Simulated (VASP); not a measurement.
A run of VASP 6.6.1 is set up as follows.

INCAR

```
PREC = Accurate
ENCUT = 520
EDIFF = 1E-6
ISMEAR = 0
SIGMA = 0.05
LREAL = False
LASPH = True
NELM = 100
ALGO = Normal
ISIF = 2
LWAVE = False
LCHARG = False
GGA = PE
NBANDS = 15
```

Contents of KPOINTS:

```
Automatic mesh
0
Gamma
  6 6 6
```

Contents of POSCAR:

```
KI
1.0
    0.0000000000      3.5245500000      3.8065140000
    3.5245500000      0.0000000000      3.8065140000
    3.5245500000      3.5245500000      0.0000000000
K I
1 1
Direct
    0.0000000000      0.0000000000      0.0000000000
    0.5000000000      0.5000000000      0.5000000000
```

Potentials or basis: VASP PAW PBE potentials, release 64 (K_sv, I).

Run with:

```sh
$ cat potpaw_PBE.64/K_sv/POTCAR potpaw_PBE.64/I/POTCAR > POTCAR
$ mpirun -np 1 vasp_std > vasp.out
```

Question: Estimate the pressure.

Answer: 0.0 GPa.

Question: What does it give for the band gap on the k mesh?

Answer: 3.80 eV, direct.

Stress tensor (GPa, compression positive):
```
 0.39  0.00  0.00
 0.00  0.39  0.00
 0.00  0.00 -0.82
```

Caveat: the cell differs from its parent crystal (strain +0.000 along x and y, +0.080 along z); spin-orbit coupling is left out, which moves the levels of the heavy elements.
